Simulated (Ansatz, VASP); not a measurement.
# CaSbC: VASP beside Ansatz

```
Ca Sb C
1.0
     4.36689    0.00000    0.00000
     0.00000    4.36689    0.00000
     0.00000    0.00000    6.35410
Ca Sb C
2 2 2
Cartesian
  2.1834 0.0000 1.9894
  0.0000 2.1834 4.3648
  2.1834 0.0000 5.3639
  0.0000 2.1834 0.9902
  0.0000 0.0000 0.0000
  2.1834 2.1834 0.0000
```

Alike in both runs: functional PBE; k mesh 8 × 8 × 6; occupations gaussian, width 0.1 eV; no spin polarisation.

Ansatz relaxed the structure, and its values are those at the end. VASP's run is a single point on that final structure, the one shown.

|  | VASP | Ansatz |
| --- | --- | --- |
| version | VASP 6.6.1 | Ansatz 0.2.0 |
| potentials or method | VASP PAW PBE potentials, release 64 (Ca_sv, Sb, C), cutoff 520 eV | scalar-relativistic, plane waves, PAW |
| valence electrons in the cell | 38 | 58 |

```tsv
	VASP	Ansatz	Ansatz less VASP
gap on the k mesh at the Fermi level (eV)	none	none	-
pressure (GPa)	0.1	0.0	-0.08
rms of the force components (eV/Å)	0.003	0.001	-0.0023
```

A gap of «none» marks a metal or a gap that the smearing closes. VASP's potentials hold 38 valence electrons a cell and Ansatz's 58, so a difference there can come from the potentials and not from the codes.

Spin-orbit coupling is off throughout.
